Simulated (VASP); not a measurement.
Al33N31 (a cell with a defect):

```
Al N
1.0
     8.75544    0.00000    0.00000
     0.00000    8.75544    0.00000
     0.00000    0.00000    8.75544
Al N
33 31
Direct
  0.00207 0.99691 0.00192
  0.99771 0.99602 0.49886
  0.00730 0.49868 0.00431
  0.00039 0.50131 0.49913
  0.50021 0.00891 0.00955
  0.49948 0.00596 0.49268
  0.50760 0.49858 0.99997
  0.47887 0.47993 0.46687
  0.55918 0.58452 0.68855
  0.25053 0.24937 0.99951
  0.24251 0.24351 0.49509
  0.25459 0.74990 0.99575
  0.25417 0.75005 0.49816
  0.75528 0.24336 0.00770
  0.75082 0.25271 0.49915
  0.75194 0.75001 0.99651
  0.73341 0.75175 0.51741
  0.24795 0.99710 0.24803
  0.24030 0.00915 0.74985
  0.24543 0.49867 0.24189
  0.25008 0.49873 0.74261
  0.75145 0.99594 0.25232
  0.75707 0.00553 0.75072
  0.75094 0.50117 0.25015
  0.78178 0.48040 0.76961
  0.99976 0.24773 0.25042
  0.00639 0.24753 0.75075
  0.99783 0.74863 0.25228
  0.00310 0.74945 0.74952
  0.49918 0.24750 0.24347
  0.50192 0.24686 0.74800
  0.50051 0.74936 0.24673
  0.49725 0.82148 0.75227
  0.12570 0.12470 0.12455
  0.11839 0.12410 0.62173
  0.12769 0.62782 0.12204
  0.12761 0.62631 0.62264
  0.62869 0.12403 0.13167
  0.62742 0.12484 0.62307
  0.62793 0.62597 0.12293
  0.37582 0.37630 0.12046
  0.36653 0.36236 0.62169
  0.37580 0.87513 0.12243
  0.35977 0.89907 0.61649
  0.87872 0.37583 0.12667
  0.88723 0.36789 0.62374
  0.87646 0.87332 0.12584
  0.87658 0.87473 0.62863
  0.37247 0.12700 0.36791
  0.37481 0.12447 0.87559
  0.36596 0.62566 0.35917
  0.39327 0.62726 0.85776
  0.87513 0.12356 0.37523
  0.88230 0.12658 0.87794
  0.86794 0.62653 0.38271
  0.88988 0.62544 0.88383
  0.12414 0.37593 0.37158
  0.12973 0.37635 0.87474
  0.12439 0.87343 0.37397
  0.12809 0.87480 0.87460
  0.62623 0.36758 0.36339
  0.62895 0.36195 0.88383
  0.62211 0.87416 0.37385
  0.63345 0.89781 0.89074
```

Base run:

| Quantity | Value |
| --- | --- |
| Program | VASP 6.6.1 |
| Functional | HSE06 |
| Potentials or basis | VASP PAW PBE potentials, release 64 (Al, N) |
| Cutoff | 520 eV |
| k mesh | 1 × 1 × 1, shifted |
| Occupations | fermi-dirac, width 0.05 eV |
| Spin | no spin polarisation |

Its results: band gap on the k mesh 1.90 eV; pressure 2.9 GPa; largest force 0.249 eV/Å.

**Question.** The run is repeated on the same cell with these changes: functional from HSE06 to PBEsol. What comes out?

**Answer.** Band gap on the k mesh 1.06 eV; pressure 4.8 GPa; largest force 0.046 eV/Å.

Caveats: the PAW data sets were made with another functional, which shifts forces and pressure a little.

A k mesh can miss the band edges.
